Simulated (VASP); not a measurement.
Here is a VASP 6.6.1 calculation.

The input INCAR:

```
SYSTEM = Mo2Pt
ALGO = Fast
EDIFF = 1E-7
EDIFFG = -0.04
ENCUT = 600
GGA = PE
IBRION = 2
ISIF = 3
ISMEAR = 0
LASPH = .True.
LCHARG = .False.
LREAL = .False.
LWAVE = .False.
NELM = 100
NSW = 90
PREC = Accurate
SIGMA = 0.1
```

KPOINTS

```
k-points
0
Gamma
  6 6 2
  0 0 0
```

Contents of POSCAR:

```
Mo2Pt
1.0
    4.3981877500      0.0000000000      0.0000000000
   -2.1990938700      3.8089423200      0.0000000000
    0.0000000000      0.0000000000      7.5408764100
Mo Pt
4 2
Direct
    0.3333333300      0.6666666700      0.0756957400
    0.3333333300      0.6666666700      0.4243042600
    0.6666666700      0.3333333300      0.9243042600
    0.6666666700      0.3333333300      0.5756957400
    0.0000000000      0.0000000000      0.0000000000
    0.0000000000      0.0000000000      0.5000000000
```

Potentials or basis: VASP PAW PBE potentials, release 64 (Mo_sv, Pt).

Run with:

```bash
$ cat potpaw_PBE.64/Mo_sv/POTCAR potpaw_PBE.64/Pt/POTCAR > POTCAR
$ mpirun -np 1 vasp_std > vasp.out
```

(1) Estimate the band gap on the k mesh.

(2) Predict the relaxed volume.

(3) What does it give for the relaxed cell?

(4) What does it give for the space group after relaxing (to 0.1 Å)?

## Answers

(1) zero (bands 38 and 39 overlap by 0.98 eV).

(2) 17.59 Å³/atom.

(3) a = 4.728 Å, b = 4.728 Å, c = 5.452 Å, α = 90.00°, β = 90.00°, γ = 120.00°.

(4) P6_3/mmc (No. 194).

Caveat: the k points lie up to 0.58 Å⁻¹ apart in the final cell, too coarse for converged energies and pressures of a metal; the volume moved by over 15 % at a fixed basis, so the end points are rough; spin-orbit coupling is left out, which moves the levels of the heavy elements.
